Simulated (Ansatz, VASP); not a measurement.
**Ni in VASP and in Ansatz**

```
Ni
1.0
     0.00000    3.51600    3.51600
     1.75800    0.00000    1.75800
     1.75800    1.75800    0.00000
Ni
2
Cartesian
  0.0000 0.0000 0.0000
  0.0000 1.7580 1.7580
```

Alike in both runs: task single point; functional PBE; k mesh 7 × 14 × 14; occupations fermi-dirac, width 0.1 eV; collinear spin.

|  | VASP | Ansatz |
| --- | --- | --- |
| version | VASP 6.6.1 | Ansatz 0.2.0 |
| potentials or method | VASP PAW PBE potentials, release 64 (Ni), cutoff 520 eV | PAW, plane waves, scalar-relativistic |
| valence electrons in the cell | 20 | 36 |

|  | VASP | Ansatz | Ansatz less VASP |
| --- | --- | --- | --- |
| pressure (GPa) | 0.6 | 0.8 | +0.12 |
| net moment per atom (μB) | 0.59 | 0.61 | +0.016 |
| size of the moment on the site where the two differ most (μB) | 0.60 | 0.65 | +0.043 |

Site moments also hang on the region over which each program counts them. VASP's potentials hold 20 valence electrons a cell and Ansatz's 36, so a difference there can come from the potentials and not from the codes.
